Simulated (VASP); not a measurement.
# Sn7O16 (a cell with a defect) in VASP: single point with PBE

Aim: the single point of Sn7O16 (a cell with a defect) with PBE.

Program: VASP 6.6.1. These are calculated values, not measurements. Logs are shortened: lines on timing, memory, paths and dates and some standing lists are left out, and cuts for length are marked.

## Step 1: The cell of the first run

The cell holds a defect, 23 atoms: a = 6.827 Å, b = 6.827 Å, c = 8.077 Å, α = 115.00°, β = 115.00°, γ = 90.00°.

## Step 2: Single point, PBE (atoms taken out, then relaxed in part)

The input, INCAR:

```
SYSTEM = Sn7O16
  ALGO = Normal
  EDIFF = 1E-7
  ENCUT = 520
  GGA = PE
  ISIF = 2
  ISMEAR = 0
  LASPH = .TRUE.
  LCHARG = .FALSE.
  LREAL = Auto
  LWAVE = .FALSE.
  NBANDS = 114
  NELECT = 196.0
  NELM = 80
  PREC = Accurate
  SIGMA = 0.01
```

The input, KPOINTS:

```
k-points
0
G
  3 3 3
  0 0 0
```

The input, POSCAR:

```
Sn7O16
1.0
   -4.8271903445     -4.8271903445      0.0000000000
   -4.8271903445      4.8271903445      0.0000000000
    4.8271903445      0.0000000000     -6.4763045098
Sn O
7 16
Direct
    0.8812527921      0.3820513742      0.7655226714
    0.6238549614      0.1246524240      0.2507262222
    0.3664542927      0.8672509830      0.7359273890
    0.7496766345      0.7504715032      0.5023655323
    0.4980382738      0.4988319227     -0.0009158667
    0.2471267770      0.2479189708      0.4972683368
    1.0005836460      1.0013812993      0.0041821325
    0.1238673645      0.9384507939      0.2507229545
    0.8776628105      0.6833100704      0.7581525556
    0.6239227838      0.4298198315      0.2507251364
    0.3702335538      0.1758817094      0.7432979776
    0.1238435835      0.3108526058      0.2507267604
    0.8774793768      0.0734213150      0.7581523865
    0.6237872656      0.8194836457      0.2507244486
    0.3700500184      0.5659922462      0.7432973854
    0.4627378206      0.7564956682      0.5146317127
    0.1988324289      0.4925862059     -0.0131789524
    0.9405391603      0.2509168238      0.5033435402
    0.6879189980     -0.0017023352     -0.0018938404
    0.0488791596      0.7567180873      0.5146297333
    0.7849780447      0.4928098064     -0.0131778364
    0.5597914873      0.2510060264      0.5033451999
    0.3071720029     -0.0016140756     -0.0018945536
```

Potentials or basis: VASP PAW PBE potentials, release 64 (Sn_d, O).

Launch:

```sh
cat potpaw_PBE.64/Sn_d/POTCAR potpaw_PBE.64/O/POTCAR > POTCAR
mpirun -np 1 vasp_std > vasp.out
```

OUTCAR:

```text
SYSTEM = Sn7O16
   EDIFF = 1E-7
   ENCUT = 520
   GGA = PE
   ISIF = 2
   ISMEAR = 0
   LASPH = .TRUE.
   LREAL = Auto
   NELECT = 196.0
   NELM = 80
   PREC = Accurate

 ion  position               nearest neighbor table
   1  0.881  0.382  0.766-  21 2.01  17 2.01   9 2.08  13 2.08  22 2.14  18 2.14   2 3.33   5 3.73
                             5 3.73   7 3.75   7 3.75
   2  0.624  0.125  0.251-  14 2.08  10 2.08  22 2.09  18 2.09  23 2.09  19 2.09   1 3.33   3 3.33

   3  0.366  0.867  0.736-  20 2.01  16 2.01  15 2.08  11 2.08  23 2.14  19 2.14   2 3.33   4 3.73
                             4 3.73   6 3.75   6 3.75
   4  0.750  0.750  0.502-  20 2.00  16 2.00  10 2.10  14 2.10   9 2.13  13 2.13   7 3.25   5 3.26
                             3 3.73   3 3.73
   5  0.498  0.499  0.999-  21 2.00  17 2.00  14 2.10  10 2.10  15 2.13  11 2.13   6 3.25   4 3.26
                             1 3.73   1 3.73
   6  0.247  0.248  0.497-   8 2.04  12 2.04  11 2.08  15 2.08  18 2.11  22 2.11   7 3.19   5 3.25
                             3 3.75   3 3.75
   7  0.001  0.001  0.004-   8 2.04  12 2.04  13 2.08   9 2.08  19 2.11  23 2.11   6 3.19   4 3.25
                             1 3.75   1 3.75
   8  0.124  0.938  0.251-   7 2.04   6 2.04
   9  0.878  0.683  0.758-   7 2.08   1 2.08   4 2.13
  10  0.624  0.430  0.251-   2 2.08   4 2.10   5 2.10
  11  0.370  0.176  0.743-   6 2.08   3 2.08   5 2.13
  12  0.124  0.311  0.251-   7 2.04   6 2.04
  13  0.877  0.073  0.758-   7 2.08   1 2.08   4 2.13
  14  0.624  0.819  0.251-   2 2.08   5 2.10   4 2.10
  15  0.370  0.566  0.743-   6 2.08   3 2.08   5 2.13
  16  0.463  0.756  0.515-   4 2.00   3 2.01
  17  0.199  0.493  0.987-   5 2.00   1 2.01
  18  0.941  0.251  0.503-   2 2.09   6 2.11   1 2.14
  19  0.688  0.998  0.998-   2 2.09   7 2.11   3 2.14
  20  0.049  0.757  0.515-   4 2.00   3 2.01
  21  0.785  0.493  0.987-   5 2.00   1 2.01
  22  0.560  0.251  0.503-   2 2.09   6 2.11   1 2.14
  23  0.307  0.998  0.998-   2 2.09   7 2.11   3 2.14

  LATTYP: Found a body centered tetragonal cell.
 ALAT       =     6.8266780533
 C/A-ratio  =     1.8973516721

  Lattice vectors:

 A1 = (   0.0000000000,  -4.8271903445,   6.4763045098)
 A2 = (   0.0000000000,   4.8271903445,   6.4763045098)
 A3 = (  -4.8271903445,   0.0000000000,  -6.4763045098)

Analysis of symmetry for initial positions (statically):
=====================================================================
 Subroutine PRICEL returns:
 Original cell was already a primitive cell.

 Routine SETGRP: Setting up the symmetry group for a
 body centered tetragonal supercell.

 Subroutine GETGRP returns: Found  2 space group operations
 (whereof  1 operations were pure point group operations)
 out of a pool of 16 trial point group operations.

The static configuration has the point symmetry C_1 .
 The point group associated with its full space group is S_2 .

Analysis of symmetry for dynamics (positions and initial velocities):
=====================================================================
 Subroutine PRICEL returns:
 Original cell was already a primitive cell.

 Routine SETGRP: Setting up the symmetry group for a
 body centered tetragonal supercell.

 Subroutine GETGRP returns: Found  2 space group operations
 (whereof  1 operations were pure point group operations)
 out of a pool of 16 trial point group operations.

The dynamic configuration has the point symmetry C_1 .
 The point group associated with its full space group is S_2 .

 Subroutine INISYM returns: Found  2 space group operations
 (whereof  1 operations are pure point group operations),
 and found     1 'primitive' translations

----------------------------------------------------------------------------------------

                                     Primitive cell

  volume of cell :     301.8187

  direct lattice vectors                    reciprocal lattice vectors
    -4.827190344 -4.827190344  0.000000000    -0.103579922 -0.103579922 -0.077204523
    -4.827190344  4.827190344  0.000000000    -0.103579922  0.103579922 -0.077204523
     4.827190344  0.000000000 -6.476304510     0.000000000  0.000000000 -0.154409046

  length of vectors
     6.826678053  6.826678053  8.077393560     0.165584235  0.165584235  0.154409046

  position of ions in fractional coordinates (direct lattice)
     0.881252792  0.382051374  0.765522671
     0.623854961  0.124652424  0.250726222
     0.366454293  0.867250983  0.735927389
     0.749676634  0.750471503  0.502365532
     0.498038274  0.498831923  0.999084133
     0.247126777  0.247918971  0.497268337
[... 15 lines left out ...]
     0.559791487  0.251006026  0.503345200
     0.307172003  0.998385924  0.998105446

  ion indices of the primitive-cell ions
   primitive index   ion index
                 1           1
                 2           2
                 3           3
                 4           4
                 5           5
                 6           6
[... 15 lines left out ...]
                22          22
                23          23

----------------------------------------------------------------------------------------

 KPOINTS: k-points

Automatic generation of k-mesh.
 Grid dimensions read from file:
 generate k-points for:    3    3    3

 Generating k-lattice:

  Cartesian coordinates                     Fractional coordinates (reciprocal lattice)
    -0.034526641 -0.034526641 -0.025734841     0.333333333  0.000000000  0.000000000
    -0.034526641  0.034526641 -0.025734841     0.000000000  0.333333333  0.000000000
     0.000000000  0.000000000 -0.051469682     0.000000000  0.000000000  0.333333333

  Length of vectors
     0.055194745  0.055194745  0.051469682

  Shift w.r.t. Gamma in fractional coordinates (k-lattice)
     0.000000000  0.000000000  0.000000000

 Subroutine IBZKPT returns following result:
 ===========================================

 Found     14 irreducible k-points:

 Following reciprocal coordinates:
            Coordinates               Weight
  0.000000  0.000000  0.000000      1.000000
  0.333333  0.000000  0.000000      2.000000
  0.000000 -0.333333  0.333333      2.000000
 -0.333333  0.000000  0.333333      2.000000
  0.000000  0.333333  0.000000      2.000000
  0.333333  0.333333  0.000000      2.000000
  0.333333 -0.333333  0.333333      2.000000
 -0.333333 -0.333333 -0.333333      2.000000
 -0.333333  0.333333  0.333333      2.000000
 -0.333333  0.333333  0.000000      2.000000
  0.333333  0.333333 -0.333333      2.000000
  0.000000  0.000000  0.333333      2.000000
  0.333333  0.000000  0.333333      2.000000
  0.000000 -0.333333 -0.333333      2.000000
   k-points           NKPTS =     14   k-points in BZ     NKDIM =     14   number of bands    NBANDS=    114
   number of dos      NEDOS =    301   number of ions     NIONS =     23
   total plane-waves  NPLWV = 174960
   dimension x,y,z NGX =    54 NGY =   54 NGZ =   60
   dimension x,y,z NGXF=   108 NGYF=  108 NGZF=  120
   ions per type =               7  16
   NGX,Y,Z   is equivalent  to a cutoff of  13.15, 13.15, 12.35 a.u.
   NGXF,Y,Z  is equivalent  to a cutoff of  26.30, 26.30, 24.70 a.u.
 SYSTEM =  Sn7O16
   PREC   = accura    normal or accurate (medium, high low for compatibility)
   ISTART =      0    job   : 0-new  1-cont  2-samecut
   ICHARG =      2    charge: 1-file 2-atom 10-const
   ISPIN  =      1    spin polarized calculation?
   LNONCOLLINEAR =      F non collinear calculations
   LSORBIT =      F    spin-orbit coupling
   LASPH  =      T    aspherical Exc in radial PAW
   ENCUT  =  520.0 eV  38.22 Ry    6.18 a.u.  12.69 12.69 15.02*2*pi/ulx,y,z
   NELM   =     80;   NELMIN=  2; NELMDL= -5     # of ELM steps
   EDIFF  = 0.1E-06   stopping-criterion for ELM
   LREAL  =      T    real-space projection
   EDIFFG = 0.1E-05   stopping-criterion for IOM
   NSW    =      0    number of steps for IOM
   IBRION =     -1    ionic relax: 0-MD 1-quasi-New 2-CG
   NFREE  =      0    steps in history (QN), initial steepest desc. (CG)
   ISIF   =      2    stress and relaxation
   ISYM   =      2    0-nonsym 1-usesym 2-fastsym
   POTIM  = 0.5000    time-step for ionic-motion
   TEBEG  =    0.0;   TEEND  =   0.0 temperature during run
   PSTRESS=    0.0 pullay stress
   NELECT =     196.0000    total number of electrons
   NUPDOWN=      -1.0000    fix difference up-down
   EMIN   =  10.00;   EMAX   =-10.00  energy-range for DOS
   EFERMI =   0.00;   METHOD = LEGACY
   ISMEAR =     0;   SIGMA  =   0.01  broadening in eV -4-tet -1-fermi 0-gaus
   EFERMI_NEDOS =   21; number of points for ismear=-14 and -15
   IALGO  =     38    algorithm
   IMIX   =      4    mixing-type and parameters
     AMIX     =   0.40;   BMIX     =  1.00
     AMIX_MAG =   1.60;   BMIX_MAG =  1.00
  volume/ion in A,a.u.               =      13.12        88.56
  Fermi-wavevector in a.u.,A,eV,Ry     =   1.417680  2.679026 27.345207  2.009816
  Thomas-Fermi vector in A             =   2.538885
   LORBIT       =      0    0 simple, 1 ext, 2 COOP (PROOUT), +10 PAW based schemes
   GGA     = PE    functional components
   LHFCALC =     F    Hartree Fock is set to
   AEXX    =    0.0000 exact exchange contribution
   IVDW    =     0    specifies the selected vdW correction
   LEPSILON=     F    determine dielectric tensor
   LRPA    =     F    only Hartree local field effects (RPA)
 non-spin polarized calculation
 Gauss-broadening in eV      SIGMA  =   0.01
  energy-cutoff  :      520.00
  volume of cell :      301.82
 maximum number of plane-waves:      8153
 NGX is ok and might be reduce to    54
   NGX = 25   NGY = 25   NGZ = 31

 number of electron     196.0000007 magnetization

 Free energy of the ion-electron system (eV)
  ---------------------------------------------------
  ext. energy  EPLUGINS =         0.00000000
  ---------------------------------------------------
  free energy    TOTEN  =      -125.22610697 eV

  energy without entropy =     -125.22421331  energy(sigma->0) =     -125.22516014

 E-fermi :   4.2128     XC(G=0): -10.6386

 val. band max:        4.2108306068   @ k =  -0.3333   0.3333   0.0000
 cond. band min:       4.2148004769   @ k =   0.0000  -0.3333  -0.3333
 fundamental gap:      0.0039698701
 Fermi energy:         4.2128110065

 k-point     1 :       0.0000    0.0000    0.0000
  band No.  band energies     occupation
      1     -16.7827      2.00000
      2     -16.6250      2.00000
      3     -16.5647      2.00000
      4     -16.4295      2.00000
      5     -16.3607      2.00000
      6     -16.3589      2.00000
[... 102 lines left out ...]
    109      12.8994      0.00000
    110      12.9130      0.00000

 k-point     2 :       0.3333    0.0000    0.0000
  band No.  band energies     occupation
      1     -16.7133      2.00000
      2     -16.6750      2.00000
      3     -16.6022      2.00000
      4     -16.5329      2.00000
      5     -16.4498      2.00000
      6     -16.4377      2.00000
[... 1348 lines left out ...]
 k-point    14 :       0.0000   -0.3333   -0.3333
  band No.  band energies     occupation
      1     -16.7460      2.00000
      2     -16.6579      2.00000
      3     -16.5676      2.00000
      4     -16.5601      2.00000
      5     -16.5349      2.00000
      6     -16.3345      2.00000
[... 102 lines left out ...]
    109      12.2191      0.00000
    110      12.4804      0.00000
 [bands above 110 left out]

------------------------ aborting loop because EDIFF is reached ----------------------------------------

  FORCE on cell =-STRESS in cart. coord.  units (eV):
  Direction    XX          YY          ZZ          XY          YZ          ZX
  --------------------------------------------------------------------------------------
  -------------------------------------------------------------------------------------
  Total       26.1899886     26.2151295     23.8179312     -0.9267860      0.0008877     -0.0023701
  in kB      139.0272034    139.1606616    126.4353499     -4.9197604      0.0047120     -0.0125813
  external PRESSURE =     134.8744050 kB  Pullay stress =       0.0000000 kB

 VOLUME and BASIS-vectors are now :
 -----------------------------------------------------------------------------
  energy-cutoff  :      520.00
  volume of cell :      301.82
      direct lattice vectors                 reciprocal lattice vectors
    -4.827190344 -4.827190344  0.000000000    -0.103579922 -0.103579922 -0.077204523
    -4.827190344  4.827190344  0.000000000    -0.103579922  0.103579922 -0.077204523
     4.827190344  0.000000000 -6.476304510     0.000000000  0.000000000 -0.154409046

 POSITION                                       TOTAL-FORCE (eV/Angst)
 -----------------------------------------------------------------------------------
     -2.40289     -2.40974     -4.95776         0.005404      0.003853      0.025899
     -2.40288     -2.40975     -1.62378        -0.000000      0.000000      0.000000
     -2.40287      2.41744     -4.76609        -0.005404     -0.003853     -0.025899
     -4.81649      0.00384     -3.25347         0.001421      0.003795      0.013926
      0.01069      0.00383     -6.47037        -0.001421     -0.003795     -0.013926
      0.01073      0.00382     -3.22046        -0.005420      0.002102     -0.039820
[... 15 lines left out ...]
     -1.48413     -1.49057     -3.25982         0.003182      0.001800     -0.015856
     -1.48413      3.33662     -6.46403         0.002272      0.003480      0.015970
 -----------------------------------------------------------------------------------
    total drift:                                0.235705     -0.091832      0.011916

  FREE ENERGIE OF THE ION-ELECTRON SYSTEM (eV)
  ---------------------------------------------------
  free  energy   TOTEN  =      -125.2261069668 eV

  energy  without entropy=     -125.2242133078  energy(sigma->0) =     -125.22516014
```

Run time: 21 min. Hardware: 1 thread of AMD EPYC 7R13 (Zen 3), shared host; peak memory 0.56 GiB.

What came out:

- Free energy: -125.2261 eV
- Largest force: 0.077 eV/Å

Forces in eV/Å, atoms in the order of the input:
```
Sn   0.005  0.004  0.026
Sn   0.000  0.000  0.000
Sn  -0.005 -0.004 -0.026
Sn   0.001  0.004  0.014
Sn  -0.001 -0.004 -0.014
Sn  -0.005  0.002 -0.040
Sn   0.005 -0.002  0.040
O    0.056 -0.054  0.000
O    0.008 -0.008  0.006
O    0.007 -0.008  0.000
O    0.006 -0.006 -0.005
O   -0.056  0.054  0.000
O   -0.006  0.006  0.005
O   -0.007  0.008  0.000
O   -0.008  0.008 -0.006
O    0.004  0.004  0.035
O    0.004  0.003 -0.035
O   -0.002 -0.003 -0.016
O   -0.003 -0.002  0.016
O   -0.004 -0.003  0.035
O   -0.004 -0.004 -0.035
O    0.003  0.002 -0.016
O    0.002  0.003  0.016
```

Levels at points of the mesh, in eV from the Fermi level:
```csv
k point,band 94,band 95,band 96,band 97,band 98,band 99,band 100,band 101,band 102,band 103
"(0.00, 0.00, 0.00)",-0.40,-0.35,-0.19,-0.06,0.03,0.26,1.47,4.76,4.83,5.11
```

Caveat: the cell carries a net charge on a neutralising background, which shifts energy and pressure; the cell differs from its parent crystal (atoms taken out, then relaxed in part); the cell is charged against a uniform background, so pressure and absolute levels hang on convention; spin-orbit coupling is left out, which moves the levels of the heavy elements.
